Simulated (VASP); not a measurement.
# Ag (I4/mmm) in VASP: further runs, part 2 of 2

VASP 6.6.1. Earlier steps stand in the parts before.

**5. Single point, PBEsol**

This run uses another cell than the first one, of the same volume but with other edges.

The input, INCAR:

```
SYSTEM = Ag
ALGO     = Fast           ! electronic algorithm
EDIFF    = 1E-6           ! SCF threshold, eV
ENCUT    = 520            ! plane-wave cutoff, eV
GGA      = PS             ! functional
ISIF     = 2              ! what is computed and relaxed
ISMEAR   = 0              ! smearing method
LASPH    = .TRUE.         ! aspherical terms in the spheres
LCHARG   = .FALSE.        ! write CHGCAR
LREAL    = .FALSE.        ! projectors in reciprocal space
LWAVE    = .FALSE.        ! write WAVECAR
NBANDS   = 12             ! bands
NELM     = 80             ! most SCF steps
PREC     = Accurate       ! precision mode
SIGMA    = 0.15           ! smearing width, eV
```

The input, KPOINTS:

```
k-points
0
G
  22 22 22
  0 0 0
```

The input, POSCAR:

```
Ag
1.0
    0.0000000000      2.2195150262      1.7312217205
    2.2195150262      0.0000000000      1.7312217205
    2.2195150262      2.2195150262      0.0000000000
Ag
1
Direct
    0.0000000000      0.0000000000      0.0000000000
```

Potentials or basis: VASP PAW PBE potentials, release 64 (Ag).

Started as:

```
cat potpaw_PBE.64/Ag/POTCAR > POTCAR
mpirun -np 1 vasp_std > vasp.out
```

OUTCAR:

```text
SYSTEM = Ag
   EDIFF = 1E-6
   ENCUT = 520
   GGA = PS
   ISIF = 2
   ISMEAR = 0
   LASPH = .TRUE.
   LREAL = .FALSE.
   NELM = 80
   PREC = Accurate

 ion  position               nearest neighbor table
   1  0.000  0.000  0.000-

  LATTYP: Found a body centered tetragonal cell.
 ALAT       =     3.1388682519
 C/A-ratio  =     1.1030865787

  Lattice vectors:

 A1 = (   0.0000000000,  -2.2195150262,  -1.7312217205)
 A2 = (   0.0000000000,   2.2195150262,  -1.7312217205)
 A3 = (   2.2195150262,   0.0000000000,   1.7312217205)

Analysis of symmetry for initial positions (statically):
=====================================================================
 Subroutine PRICEL returns:
 Original cell was already a primitive cell.

 Routine SETGRP: Setting up the symmetry group for a
 body centered tetragonal supercell.

 Subroutine GETGRP returns: Found 16 space group operations
 (whereof 16 operations were pure point group operations)
 out of a pool of 16 trial point group operations.

[... 167 lines left out ...]
 Fermi energy:         8.2275444334

 k-point     1 :       0.0000    0.0000    0.0000
  band No.  band energies     occupation
      1       0.4054      2.00000
      2       3.2397      2.00000
      3       3.2397      2.00000
      4       3.6584      2.00000
      5       4.4002      2.00000
      6       4.8550      2.00000
      7      25.2007      0.00000
      8      26.6819      0.00000
      9      26.6819      0.00000
     10      30.7527      0.00000
     11      32.5225      0.00000
     12      32.6681      0.00000
[... 331 lines left out ...]
 k-point    24 :      -0.4545    0.0455    0.0000
  band No.  band energies     occupation
      1       1.8883      2.00000
      2       2.8003      2.00000
      3       4.2281      2.00000
      4       4.8110      2.00000
      5       5.5775      2.00000
      6       7.7545      1.99999
      7      12.5672      0.00000
      8      22.1942      0.00000
      9      23.3942      0.00000
     10      29.0989      0.00000
     11      29.9617      0.00000
     12      30.7347      0.00000

 [... further k-points ...]

------------------------ aborting loop because EDIFF is reached ----------------------------------------

  FORCE on cell =-STRESS in cart. coord.  units (eV):
  Direction    XX          YY          ZZ          XY          YZ          ZX
  --------------------------------------------------------------------------------------
  -------------------------------------------------------------------------------------
  Total       -0.2733758     -0.2733758     -0.0990719      0.0000000     -0.0000000     -0.0000000
  in kB      -25.6786271    -25.6786271     -9.3059787      0.0000000     -0.0000000     -0.0000000
  external PRESSURE =     -20.2210776 kB  Pullay stress =       0.0000000 kB

 VOLUME and BASIS-vectors are now :
 -----------------------------------------------------------------------------
  energy-cutoff  :      520.00
  volume of cell :       17.06
      direct lattice vectors                 reciprocal lattice vectors
     0.000000000  2.219515026  1.731221721    -0.225274438  0.225274438  0.288813382
     2.219515026  0.000000000  1.731221721     0.225274438 -0.225274438  0.288813382
     2.219515026  2.219515026  0.000000000     0.225274438  0.225274438 -0.288813382

 POSITION                                       TOTAL-FORCE (eV/Angst)
 -----------------------------------------------------------------------------------
      0.00000      0.00000      0.00000         0.000000      0.000000      0.000000
 -----------------------------------------------------------------------------------
    total drift:                               -0.000000      0.000000      0.000000

  FREE ENERGIE OF THE ION-ELECTRON SYSTEM (eV)
  ---------------------------------------------------
  free  energy   TOTEN  =        -3.2758673384 eV

  energy  without entropy=       -3.2722918721  energy(sigma->0) =       -3.27407961
```

OSZICAR:

```text
N       E                     dE             d eps       ncg     rms          rms(c)
DAV:   1     0.515900476390E+02    0.51590E+02   -0.54719E+03 20240   0.828E+02
DAV:   2    -0.281345019941E+01   -0.54403E+02   -0.51411E+02 23328   0.194E+02
DAV:   3    -0.362375285513E+01   -0.81030E+00   -0.80974E+00 23372   0.251E+01
DAV:   4    -0.362614641220E+01   -0.23936E-02   -0.23935E-02 22592   0.143E+00
DAV:   5    -0.362616457910E+01   -0.18167E-04   -0.18167E-04 23216   0.112E-01    0.553E+00
RMM:   6    -0.328893823849E+01    0.33723E+00   -0.51704E-01 20191   0.647E+00    0.330E+00
RMM:   7    -0.327987014519E+01    0.90681E-02   -0.99835E-03 22562   0.113E+00    0.195E+00
RMM:   8    -0.327588121985E+01    0.39889E-02   -0.80819E-04 23363   0.293E-01    0.207E-01
RMM:   9    -0.327586887228E+01    0.12348E-04   -0.11542E-04 24333   0.917E-02    0.575E-02
RMM:  10    -0.327586691991E+01    0.19524E-05   -0.20731E-05 24592   0.356E-02    0.220E-02
RMM:  11    -0.327586733844E+01   -0.41853E-06   -0.54700E-06 20897   0.145E-02
   1 F= -.32758673E+01 E0= -.32740796E+01  d E =-.357547E-02
```

It took 2.9 min on 1 thread of Intel Xeon 8259CL, shared host; peak memory 0.28 GiB.

What came out:

```yaml
Free_energy: -3.2759 eV
Pressure: -2.0 GPa
Band_gap_on_the_k_mesh: zero (an odd number of electrons rules out a gap without spin polarisation)
```

Caveat: the PAW data sets were made with another functional, which shifts forces and pressure a little.

**6. Overview**

```tsv
cell	further INCAR settings	gap on the mesh (eV)	pressure (GPa)
a = 3.153, b = 3.153, c = 2.574 Å, angles 65.9, 65.9, 48.2°, 1 atom	ALGO = Fast; EDIFF = 1e-07; NBANDS = 12	none	6.7
a = 2.831, b = 2.831, c = 3.050 Å, angles 57.4, 57.4, 65.2°, 1 atom	ALGO = Fast; EDIFF = 1e-06; NBANDS = 12	none	-2.2
a = 3.003, b = 3.003, c = 2.719 Å, angles 63.1, 63.1, 53.8°, 1 atom	ALGO = Fast; EDIFF = 1e-06; NBANDS = 12	none	-0.9
a = 2.815, b = 2.815, c = 3.139 Å, angles 56.1, 56.1, 67.8°, 1 atom	ALGO = Fast; EDIFF = 1e-06; NBANDS = 12	none	-2.0
```

Alike in all rows: task single point; level PBEsol; potentials or basis VASP PAW PBE potentials, release 64 (Ag); no spin polarisation; k mesh 22 × 22 × 22; cutoff (eV) 520; smearing gaussian 0.15 eV.

Caveats: the PAW data sets were made with another functional, which shifts forces and pressure a little; the cell stands under pressure (at least some runs).

Total energies depend on the potentials used, so only differences within one code and one set of settings carry meaning.
